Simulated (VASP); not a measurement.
GeSe: single point with PBE+D3(BJ)

The system is GeSe.

```
Ge Se
1.0
     0.00000    3.87654   -4.43010
     0.00000    3.87654    4.43010
    10.95991    0.00000    0.00000
Ge Se
8 8
Cartesian
  1.3505 6.7839 -0.5057
  1.3505 2.9074 -0.5057
  6.8305 2.9074 2.7208
  6.8305 2.9074 -1.7093
  4.1294 4.8457 -2.7208
  4.1294 4.8457 1.7093
  9.6094 0.9691 0.5057
  9.6094 4.8457 0.5057
  9.3669 2.9074 2.2240
  9.3669 2.9074 -2.2061
  3.8869 6.7839 -0.0090
  3.8869 2.9074 -0.0090
  7.0730 0.9691 0.0090
  7.0730 4.8457 0.0090
  1.5931 4.8457 -2.2240
  1.5931 4.8457 2.2061
```

- Program: VASP 6.6.1
- Task: single point
- Functional: PBE
- Dispersion: D3(BJ)
- Potentials or basis: VASP PAW PBE potentials, release 64 (Ge_d, Se)
- Cutoff: 520 eV
- k mesh: 3 × 3 × 2, shifted
- Occupations: gaussian, width 0.01 eV
- Spin: no spin polarisation

```yaml
Pressure: 0.1 GPa
Largest_force: 0.146 eV/Å
Band_gap_on_the_k_mesh: 1.02 eV
Dispersion_energy_per_atom: -0.358 eV
```

Forces in eV/Å, atoms in the order of the input:
```
Ge  -0.085  0.000  0.005
Ge  -0.085  0.000  0.005
Ge  -0.085  0.000 -0.005
Ge  -0.085  0.000 -0.005
Ge   0.085  0.000  0.005
Ge   0.085  0.000  0.005
Ge   0.085  0.000 -0.005
Ge   0.085  0.000 -0.005
Se   0.145  0.000  0.021
Se   0.145  0.000  0.021
Se   0.145  0.000 -0.021
Se   0.145  0.000 -0.021
Se  -0.145  0.000  0.021
Se  -0.145  0.000  0.021
Se  -0.145  0.000 -0.021
Se  -0.145  0.000 -0.021
```

Stress tensor (GPa, compression positive):
```
 0.61  0.00  0.00
 0.00 -0.14  0.00
 0.00  0.00 -0.16
```

Levels at points of the mesh, in eV from the valence-band top:
```
           k point  band 78  band 79  band 80  band 81  band 82  band 83
(0.00, 0.00, 0.25)    -1.28    -0.59    -0.15     1.53     2.54     2.63
```

Wall time 6 min on 1 thread of AMD EPYC 7R13 Processor (Zen 3) (shared host), peak memory 0.46 GiB.

A k mesh can miss the band edges.
